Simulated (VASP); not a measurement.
Here is a VASP 6.6.1 calculation.

Contents of INCAR:

```
SYSTEM = NbSi
PREC = Accurate ; ENCUT = 520
EDIFF = 1E-8 ; ISMEAR = -1
SIGMA = 0.05 ; LREAL = .False.
LASPH = .True. ; NELM = 80
ALGO = Normal ; ISIF = 2
LWAVE = .False. ; LCHARG = .False.
GGA = PE ; LEFG = .True.
NBANDS = 16
```

KPOINTS

```
Automatic mesh
0
Gamma
  14 14 14
  0 0 0
```

Contents of POSCAR:

```
NbSi
1.0
    0.0000000000      2.5215598543      2.5215598543
    2.5215598543      0.0000000000      2.5215598543
    2.5215598543      2.5215598543      0.0000000000
Nb Si
1 1
Direct
    0.0000000000      0.0000000000      0.0000000000
    0.5000000000      0.5000000000      0.5000000000
```

Potentials or basis: VASP PAW PBE potentials, release 64 (Nb_sv, Si).

The run is started by

```console
$ cat potpaw_PBE.64/Nb_sv/POTCAR potpaw_PBE.64/Si/POTCAR > POTCAR
$ mpirun -np 1 vasp_std > vasp.out
```

Question: Estimate the band gap on the k mesh.

Answer: Zero (an odd number of electrons rules out a gap without spin polarisation).

Question: Estimate the pressure.

Answer: 10.2 GPa.

Caveat: the cell stands under pressure.
